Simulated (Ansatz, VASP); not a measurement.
# Ba16O: VASP beside Ansatz

```xyz
17
Lattice="10.0400 0.0000 0.0000 0.0000 10.0400 0.0000 0.0000 0.0000 10.0400" Properties=species:S:1:pos:R:3 pbc="T T T"
Ba    0.0015   -0.0209    0.3100
Ba    5.0228   -0.0428    0.0525
Ba    0.0023    4.8646   -0.1175
Ba    0.0015   -0.0199    4.6997
Ba    2.6264    2.6693    2.5050
Ba    5.0223    5.1139   -0.0829
Ba    5.0228   -0.0424    4.9574
Ba    7.4182    2.6701    2.5051
Ba    0.0023    4.8635    5.1271
Ba    2.1965    7.5579    2.5059
Ba    2.5910    2.4216    7.5248
Ba    5.0223    5.1133    5.0928
Ba    7.8481    7.5571    2.5060
Ba    7.4533    2.4223    7.5248
Ba    2.4542    7.5768    7.5242
Ba    7.5904    7.5764    7.5241
O     0.0023    8.7897    2.5048
```

Alike in both runs: functional PBE; dispersion D3(BJ); k mesh 2 × 2 × 2; occupations gaussian, width 0.15 eV; no spin polarisation.

Ansatz relaxed the structure, and its values are those at the end. VASP's run is a single point on that final structure, the one shown.

|  | VASP | Ansatz |
| --- | --- | --- |
| version | VASP 6.6.1 | Ansatz 0.2.0 |
| potentials or method | VASP PAW PBE potentials, release 64 (Ba_sv, O), cutoff 520 eV | scalar-relativistic, plane waves, PAW |
| valence electrons in the cell | 166 | 166 |

|  | VASP | Ansatz | Ansatz less VASP |
| --- | --- | --- | --- |
| rms of the force components (eV/Å) | 0.061 | 0.003 | -0.0588 |

Spin-orbit coupling is off throughout.
